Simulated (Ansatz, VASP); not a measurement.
# One calculation of C, two programs

The input POSCAR:

```
C
1.0
    0.0000000000      1.7834200000      1.7834200000
    1.7834200000      0.0000000000      1.7834200000
    1.7834200000      1.7834200000      0.0000000000
C
2
Direct
    0.5000000000      0.5000000000      0.5000000000
    0.7500000000      0.7500000000      0.7500000000
```

The input INCAR.step1:

```
SYSTEM = C
PREC = Accurate
ENCUT = 660
ISMEAR = -1
SIGMA = 0.05
LREAL = .FALSE.
LASPH = .TRUE.
NELM = 120
NBANDS = 11
GGA = PE
ALGO = Normal
EDIFF = 1E-5
LWAVE = .TRUE.
LCHARG = .FALSE.
GGA_COMPAT = .FALSE.
```

File INCAR.step2:

```
SYSTEM = C
PREC = Accurate
ENCUT = 660
EDIFF = 1E-6
ISMEAR = -1
SIGMA = 0.05
LREAL = .FALSE.
LASPH = .TRUE.
NELM = 120
ALGO = Normal
ISIF = 2
LWAVE = .FALSE.
LCHARG = .FALSE.
METAGGA = R2SCAN
LMIXTAU = .TRUE.
NBANDS = 11
ISTART = 1
GGA_COMPAT = .FALSE.
```

KPOINTS

```
regular mesh
0
G
  12 12 12
  0 0 0
```

Input for Ansatz:

```yaml
crystal:
  lattice:
    - [0.0, 1.78342, 1.78342]
    - [1.78342, 0.0, 1.78342]
    - [1.78342, 1.78342, 0.0]
  atoms:
    - { symbol: C, position: [0.5, 0.5, 0.5] }
    - { symbol: C, position: [0.75, 0.75, 0.75] }
hamiltonian:
  xc: r2scan
  pseudopotentials: { kind: paw }
basis:
  ecutwfc: 500
kpoints:
  mp_grid: { grid: [12, 12, 12] }
scf:
  occupations: { method: fermi_dirac, width: 0.05 }
  lower_state_search: "off"
output:
  forces: true
  stress: true
```

Alike in both runs: task single point; functional r2SCAN; k mesh 12 × 12 × 12; occupations fermi-dirac, width 0.05 eV; no spin polarisation.

|  | VASP | Ansatz |
| --- | --- | --- |
| version | VASP 6.6.1 | Ansatz 0.2.0 |
| potentials or method | VASP PAW PBE potentials, release 64 (C), cutoff 660 eV | PAW, plane waves, scalar-relativistic |
| valence electrons in the cell | 8 | 8 |

Ansatz gave:

- pressure (GPa): -2.5

Question: What did VASP give for the same quantities?

Answer: Pressure (GPa): -2.3.

VASP's potentials were made for PBE, not for r2SCAN.
